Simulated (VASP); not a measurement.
Input of a VASP 6.6.1 run:

INCAR

```
SYSTEM = TiO2
ALGO = Normal ; EDIFF = 1E-6
ENCUT = 520 ; GGA = PE
ISIF = 2 ; ISMEAR = 0
LASPH = .TRUE. ; LCHARG = .FALSE.
LREAL = .FALSE. ; LWAVE = .FALSE.
NBANDS = 19 ; NELM = 80
PREC = Accurate ; SIGMA = 0.01
```

Contents of KPOINTS:

```
k-points
0
G
  4 4 4
  0 0 0
```

The input POSCAR:

```
TiO2
1.0
    0.0000000000      2.3968272558      2.3968272558
    2.3968272558      0.0000000000      2.3968272558
    2.3968272558      2.3968272558      0.0000000000
Ti O
1 2
Direct
    0.0000000000      0.0000000000      0.0000000000
    0.2500000000      0.2500000000      0.2500000000
    0.7500000000      0.7500000000      0.7500000000
```

Potentials or basis: VASP PAW PBE potentials, release 64 (Ti_sv, O).

Launch:

```sh
$ cat potpaw_PBE.64/Ti_sv/POTCAR potpaw_PBE.64/O/POTCAR > POTCAR
$ mpirun -np 1 vasp_std > vasp.out
```

Estimate the pressure.

6.7 GPa.

What does it give for the band gap on the k mesh?

1.12 eV, indirect (least direct gap 1.83 eV).

Caveat: the k points lie up to 0.57 Å⁻¹ apart. A k mesh can miss the band edges.
